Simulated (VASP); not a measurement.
# GaP (R-3m) in VASP: a series of runs

The runs below take GaP through single point, with PBE.

All numbers are computed with VASP 6.6.1; they aren't measurements. Logs are shortened: lines on timing, memory, paths and dates and some standing lists are left out, and cuts for length are marked.

**1. The cell of the first run**

The structure is trigonal, space group R-3m (No. 166). The conventional cell has a = 3.993 Å, b = 3.993 Å, c = 18.086 Å, α = 90.00°, β = 90.00°, γ = 120.00°. Ga (site symmetry 3m) has 1 Ga at 2.40 Å and 3 P at 2.42 Å within 3.2 Å. Within 2.8 Å of P (site symmetry 3m) lie 1 P at 2.12 Å and 3 Ga at 2.42 Å.

**2. Single point, PBE (strained and its atoms moved)**

File INCAR:

```
PREC     = Accurate       # precision mode
ENCUT    = 520            # plane-wave cutoff, eV
EDIFF    = 1E-6           # SCF threshold, eV
ISMEAR   = 0              # smearing method
SIGMA    = 0.02           # smearing width, eV
LREAL    = False          # projectors in reciprocal space
LASPH    = True           # aspherical terms in the spheres
NELM     = 60             # most SCF steps
ALGO     = Normal         # electronic algorithm
ISIF     = 2              # what is computed and relaxed
LWAVE    = False          # write WAVECAR
LCHARG   = True           # write CHGCAR
GGA      = PE             # functional
LELF     = True           # ELF
LVHAR    = True         
NBANDS   = 26             # bands
```

File KPOINTS:

```
regular mesh
0
Gamma
  9 9 9
```

File POSCAR:

```
GaP
1.0
    1.9964092325      1.1526274078      6.0287558528
   -1.9964092325      1.1526274078      6.0287558528
    0.0000000000     -2.3052548156      6.0287558528
Ga P
2 2
Direct
    0.4335586153      0.4335586153      0.4335586153
    0.5664413847      0.5664413847      0.5664413847
    0.0586330953      0.0586330953      0.0586330953
    0.9413669047      0.9413669047      0.9413669047
```

Potentials or basis: VASP PAW PBE potentials, release 64 (Ga_d, P).

On the command line:

```sh
$ cat potpaw_PBE.64/Ga_d/POTCAR potpaw_PBE.64/P/POTCAR > POTCAR
$ mpirun -np 1 vasp_std > vasp.out
```

OUTCAR:

```text
PREC = Accurate
   ENCUT = 520
   EDIFF = 1E-6
   ISMEAR = 0
   LREAL = False
   LASPH = True
   NELM = 60
   ISIF = 2
   GGA = PE

 ion  position               nearest neighbor table
   1  0.434  0.434  0.434-   2 2.40   3 2.42   3 2.42   3 2.42
   2  0.566  0.566  0.566-   1 2.40   4 2.42   4 2.42   4 2.42
   3  0.059  0.059  0.059-   4 2.12   1 2.42   1 2.42   1 2.42
   4  0.941  0.941  0.941-   3 2.12   2 2.42   2 2.42   2 2.42

  LATTYP: Found a trigonal (rhomboedric) cell.
 ALAT       =     6.4544633315
 COS(alpha) =     0.8086586388

  Lattice vectors:

 A1 = (   1.9964092325,   1.1526274078,   6.0287558528)
 A2 = (  -1.9964092325,   1.1526274078,   6.0287558528)
 A3 = (   0.0000000000,  -2.3052548156,   6.0287558528)

Analysis of symmetry for initial positions (statically):
=====================================================================
 Subroutine PRICEL returns:
 Original cell was already a primitive cell.

 Routine SETGRP: Setting up the symmetry group for a
 trigonal (rhombohedral) supercell.

 Subroutine GETGRP returns: Found 12 space group operations
 (whereof 12 operations were pure point group operations)
 out of a pool of 12 trial point group operations.

The static configuration has the point symmetry D_3d.

Analysis of symmetry for dynamics (positions and initial velocities):
=====================================================================
 Subroutine PRICEL returns:
 Original cell was already a primitive cell.

 Routine SETGRP: Setting up the symmetry group for a
 trigonal (rhombohedral) supercell.

 Subroutine GETGRP returns: Found 12 space group operations
 (whereof 12 operations were pure point group operations)
 out of a pool of 12 trial point group operations.

The dynamic configuration has the point symmetry D_3d.

 Subroutine INISYM returns: Found 12 space group operations
 (whereof 12 operations are pure point group operations),
 and found     1 'primitive' translations

----------------------------------------------------------------------------------------

                                     Primitive cell

  volume of cell :      83.2372

  direct lattice vectors                    reciprocal lattice vectors
     1.996409233  1.152627408  6.028755853     0.250449653  0.144597175  0.055290568
    -1.996409233  1.152627408  6.028755853    -0.250449653  0.144597175  0.055290568
     0.000000000 -2.305254816  6.028755853     0.000000000 -0.289194349  0.055290568
[... 80 lines left out ...]
   ISTART =      0    job   : 0-new  1-cont  2-samecut
   ICHARG =      2    charge: 1-file 2-atom 10-const
   ISPIN  =      1    spin polarized calculation?
   LNONCOLLINEAR =      F non collinear calculations
   LSORBIT =      F    spin-orbit coupling
   LASPH  =      T    aspherical Exc in radial PAW
   ENCUT  =  520.0 eV  38.22 Ry    6.18 a.u.  12.00 12.00 12.00*2*pi/ulx,y,z
   NELM   =     60;   NELMIN=  2; NELMDL= -5     # of ELM steps
   EDIFF  = 0.1E-05   stopping-criterion for ELM
   LREAL  =      F    real-space projection
[... 7 lines left out ...]
   TEBEG  =    0.0;   TEEND  =   0.0 temperature during run
   PSTRESS=    0.0 pullay stress
   NELECT =      36.0000    total number of electrons
   NUPDOWN=      -1.0000    fix difference up-down
   EMIN   =  10.00;   EMAX   =-10.00  energy-range for DOS
   EFERMI =   0.00;   METHOD = LEGACY
   ISMEAR =     0;   SIGMA  =   0.02  broadening in eV -4-tet -1-fermi 0-gaus
   EFERMI_NEDOS =   21; number of points for ismear=-14 and -15
   IALGO  =     38    algorithm
   IMIX   =      4    mixing-type and parameters
     AMIX     =   0.40;   BMIX     =  1.00
     AMIX_MAG =   1.60;   BMIX_MAG =  1.00
  volume/ion in A,a.u.               =      20.81       140.43
  Fermi-wavevector in a.u.,A,eV,Ry     =   1.238045  2.339566 20.854411  1.532756
  Thomas-Fermi vector in A             =   2.372587
   LORBIT       =      0    0 simple, 1 ext, 2 COOP (PROOUT), +10 PAW based schemes
   GGA     = PE    functional components
   LHFCALC =     F    Hartree Fock is set to
   AEXX    =    0.0000 exact exchange contribution
   IVDW    =     0    specifies the selected vdW correction
   LEPSILON=     F    determine dielectric tensor
   LRPA    =     F    only Hartree local field effects (RPA)
 non-spin polarized calculation
 Gauss-broadening in eV      SIGMA  =   0.02
  energy-cutoff  :      520.00
  volume of cell :       83.24
 maximum number of plane-waves:      2272
   NGX = 23   NGY = 23   NGZ = 23

 number of electron      36.0000002 magnetization

 Free energy of the ion-electron system (eV)
  ---------------------------------------------------
  ext. energy  EPLUGINS =         0.00000000
  ---------------------------------------------------
  free energy    TOTEN  =       -17.50276915 eV

  energy without entropy =      -17.50276915  energy(sigma->0) =      -17.50276915

 E-fermi :   4.8274     XC(G=0):  -9.6993

 val. band max:        4.7505668277   @ k =   0.0000   0.0000   0.0000
 cond. band min:       5.0085813409   @ k =   0.2222   0.2222   0.2222
 fundamental gap:      0.2580145132
 Fermi energy:         4.8273610138

 k-point     1 :       0.0000    0.0000    0.0000
  band No.  band energies     occupation
      1     -10.0672      2.00000
      2      -9.8957      2.00000
      3      -9.8957      2.00000
      4      -9.8660      2.00000
      5      -9.8660      2.00000
      6      -9.8193      2.00000
[... 685 lines left out ...]
     25      12.8737      0.00000
     26      13.9886      0.00000

 [... further k-points ...]

------------------------ aborting loop because EDIFF is reached ----------------------------------------

  FORCE on cell =-STRESS in cart. coord.  units (eV):
  Direction    XX          YY          ZZ          XY          YZ          ZX
  --------------------------------------------------------------------------------------
  -------------------------------------------------------------------------------------
  Total       -1.6068007     -1.6068007      6.3245287      0.0000000     -0.0000000      0.0000000
  in kB      -30.9282349    -30.9282349    121.7366344      0.0000000     -0.0000000      0.0000000
  external PRESSURE =      19.9600549 kB  Pullay stress =       0.0000000 kB

 VOLUME and BASIS-vectors are now :
 -----------------------------------------------------------------------------
  energy-cutoff  :      520.00
  volume of cell :       83.24
      direct lattice vectors                 reciprocal lattice vectors
     1.996409233  1.152627408  6.028755853     0.250449653  0.144597175  0.055290568
    -1.996409233  1.152627408  6.028755853    -0.250449653  0.144597175  0.055290568
     0.000000000 -2.305254816  6.028755853     0.000000000 -0.289194349  0.055290568

 POSITION                                       TOTAL-FORCE (eV/Angst)
 -----------------------------------------------------------------------------------
      0.00000      0.00000      7.84146         0.000000      0.000000      0.101263
      0.00000      0.00000     10.24481         0.000000      0.000000     -0.101263
      0.00000      0.00000      1.06045         0.000000      0.000000      0.820646
      0.00000      0.00000     17.02581         0.000000     -0.000000     -0.820646
 -----------------------------------------------------------------------------------
    total drift:                               -0.000000      0.000000      0.000000

  FREE ENERGIE OF THE ION-ELECTRON SYSTEM (eV)
  ---------------------------------------------------
  free  energy   TOTEN  =       -17.5027691497 eV

  energy  without entropy=      -17.5027691497  energy(sigma->0) =      -17.50276915
```

OSZICAR:

```text
N       E                     dE             d eps       ncg     rms          rms(c)
DAV:   1     0.229948098582E+03    0.22995E+03   -0.17073E+04  4498   0.201E+03
DAV:   2     0.913927395092E+01   -0.22081E+03   -0.21255E+03  4796   0.428E+02
DAV:   3    -0.169814017868E+02   -0.26121E+02   -0.25703E+02  5590   0.119E+02
DAV:   4    -0.178375433650E+02   -0.85614E+00   -0.85292E+00  5118   0.219E+01
DAV:   5    -0.178613440251E+02   -0.23801E-01   -0.23777E-01  6082   0.340E+00    0.684E+00
DAV:   6    -0.175576857115E+02    0.30366E+00   -0.43443E-01  6072   0.931E+00    0.410E+00
DAV:   7    -0.175005336706E+02    0.57152E-01   -0.31267E-01  4942   0.296E+00    0.112E+00
DAV:   8    -0.175018342953E+02   -0.13006E-02   -0.33620E-02  5282   0.184E+00    0.276E-01
DAV:   9    -0.175025366011E+02   -0.70231E-03   -0.56029E-03  5430   0.768E-01    0.122E-01
DAV:  10    -0.175025967720E+02   -0.60171E-04   -0.55745E-04  5344   0.198E-01    0.561E-02
DAV:  11    -0.175027460824E+02   -0.14931E-03   -0.15337E-04  5482   0.688E-02    0.179E-02
DAV:  12    -0.175027684246E+02   -0.22342E-04   -0.26645E-05  5002   0.237E-02    0.888E-03
DAV:  13    -0.175027691497E+02   -0.72511E-06   -0.17447E-06  4536   0.893E-03
   1 F= -.17502769E+02 E0= -.17502769E+02  d E =-.612018E-11
```

stdout:

```text
POSCAR found type information on POSCAR GaP
 POSCAR found :  2 types and       4 ions
 scaLAPACK will be used
 LDA part: xc-table for (Slater+PW92), standard interpolation
 POSCAR, INCAR and KPOINTS ok, starting setup
 FFT: planning ... GRIDC
 FFT: planning ... GRID_SOFT
 FFT: planning ... GRID
 WAVECAR not read
 entering main loop
```

Run time: 1.9 min. Hardware: 1 thread of Intel Xeon 6975P-C (Granite Rapids), shared host; peak memory 0.4 GiB.

Results:

- Free energy: -17.5028 eV
- Pressure: 2.0 GPa
- Largest force: 0.821 eV/Å
- Band gap on the k mesh: 0.26 eV, indirect (least direct gap 0.40 eV)

Forces in eV/Å, atoms in the order of the input:
```
Ga   0.000  0.000  0.101
Ga   0.000  0.000 -0.101
P    0.000  0.000  0.821
P    0.000  0.000 -0.821
```

Stress tensor (GPa, compression positive):
```
-3.09  0.00  0.00
 0.00 -3.09  0.00
 0.00  0.00 12.17
```

Levels at points of the mesh, in eV from the valence-band top:
```
           k point  band 15  band 16  band 17  band 18  band 19  band 20  band 21  band 22
(0.00, 0.00, 0.00)    -2.32    -0.16    -0.16     0.00     0.40     1.51     3.32     3.32
```

Caveat: the cell differs from its parent crystal (strained and its atoms moved).

**3. Single point, PBE (strained)**

File INCAR:

```
PREC = Accurate
ENCUT = 520
EDIFF = 1E-6
ISMEAR = 0
SIGMA = 0.02
LREAL = False
LASPH = True
NELM = 80
ALGO = Normal
ISIF = 2
LWAVE = False
LCHARG = False
GGA = PE
NBANDS = 26
```

File KPOINTS:

```
Automatic mesh
0
Gamma
  9 9 9
```

File POSCAR:

```
GaP
1.0
    1.9999455201      1.1546690844      6.8121571392
   -1.9999455201      1.1546690844      6.8121571392
    0.0000000000     -2.3093381688      6.8121571392
Ga P
2 2
Direct
    0.4334862796      0.4334862796      0.4334862796
    0.5665137204      0.5665137204      0.5665137204
    0.0585204574      0.0585204574      0.0585204574
    0.9414795426      0.9414795426      0.9414795426
```

Potentials or basis: VASP PAW PBE potentials, release 64 (Ga_d, P).

On the command line:

```sh
$ cat potpaw_PBE.64/Ga_d/POTCAR potpaw_PBE.64/P/POTCAR > POTCAR
$ mpirun -np 1 vasp_std > vasp.out
```

It took 4.1 min on 1 thread of Intel Xeon 6975P-C (Granite Rapids), shared host; peak memory 0.49 GiB.

Results (log left out):

```yaml
Free_energy: -17.4386 eV
Pressure: -6.1 GPa
Largest_force: 0.767 eV/Å
Band_gap_on_the_k_mesh: 0.53 eV, direct
```

Forces on the atoms (eV/Å):
```
Ga   0.000  0.000  0.460
Ga   0.000  0.000 -0.460
P    0.000  0.000 -0.767
P    0.000  0.000  0.767
```

Stress tensor (GPa, compression positive):
```
-4.33  0.00  0.00
 0.00 -4.33  0.00
 0.00  0.00 -9.68
```

Levels at points of the mesh, in eV from the valence-band top:
| k point | band 15 | band 16 | band 17 | band 18 | band 19 | band 20 | band 21 | band 22 |
| --- | --- | --- | --- | --- | --- | --- | --- | --- |
| (0.00, 0.00, 0.00) | -1.36 | -0.03 | -0.03 | 0.00 | 0.53 | 1.25 | 2.46 | 3.94 |

Caveat: the cell differs from its parent crystal (strained). A k mesh can miss the band edges.
